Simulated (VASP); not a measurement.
Here is a VASP 6.6.1 calculation.

Contents of INCAR:

```
SYSTEM = Ba5Na4F14
ALGO     = Normal         ! electronic algorithm
EDIFF    = 1E-6           ! SCF threshold, eV
ENCUT    = 520            ! plane-wave cutoff, eV
GGA      = PE             ! functional
ISIF     = 2              ! what is computed and relaxed
ISMEAR   = -1             ! smearing method
ISYM     = 0            
LASPH    = .TRUE.         ! aspherical terms in the spheres
LCHARG   = .FALSE.        ! write CHGCAR
LREAL    = Auto         
LWAVE    = .FALSE.        ! write WAVECAR
NBANDS   = 105            ! bands
NELM     = 60             ! most SCF steps
PREC     = Accurate       ! precision mode
SIGMA    = 0.05           ! smearing width, eV
```

The input KPOINTS:

```
k-points
0
G
  1 1 1
  0 0 0
```

The input POSCAR:

```
Ba5Na4F14
1.0
    7.5902190000      0.3427840000      0.0528720000
    0.3427840000      7.5783980000     -0.1247070000
    0.0528720000     -0.1247070000      7.4653180000
Ba F Na
5 14 4
Direct
    0.6675944704      0.3014350336      0.5064620159
    0.8195428547      0.3523217522      0.0313586265
    0.2965864349      0.9551827928      0.3320779989
    0.0051302145      0.8340225788      0.8038650475
    0.8126722598      0.7812629449      0.3081429820
    0.3536534765      0.8650134102     -0.0292232882
    0.0015643215      0.4518718063      0.2946556153
    0.8246136931      0.5900858196      0.6216617775
    0.7745455504      0.7173525381      0.9730797952
    0.5432637538      0.3897458715      0.8354419192
    0.2276000796      0.6977128901      0.5281951834
    0.7880549636      0.0852630150      0.8307127510
    0.5689380801      0.8964847462      0.5770492334
    0.0132038462     -0.0135081100      0.1515410771
   -0.0200124691      0.0609633878      0.5074283052
    0.6249676027      0.5299342760      0.2658692137
    0.1162465484      0.4679200050      0.9261187149
    0.5902733415      0.1132484123      0.2161129556
    0.3537639239      0.2868935672      0.4433692483
    0.5511023097      0.6883597620      0.7763100513
    0.5129189393      0.0655780862      0.8608678152
    0.2842665205      0.4458302423      0.1825802213
    0.1326032540      0.4447814426      0.5989805605
```

Potentials or basis: VASP PAW PBE potentials, release 64 (Ba_sv, F, Na_pv).

The run is started by

```console
$ cat potpaw_PBE.64/Ba_sv/POTCAR potpaw_PBE.64/F/POTCAR potpaw_PBE.64/Na_pv/POTCAR > POTCAR
$ mpirun -np 1 vasp_gam > vasp.out
```

(1) Estimate the pressure.

(2) What does it give for the largest force?

Results:

(1) 1.4 GPa.

(2) 1.469 eV/Å.

Caveat: the k points lie up to 0.84 Å⁻¹ apart, too coarse for converged energies, forces and pressures; the atoms stand as in a frame of molecular dynamics.
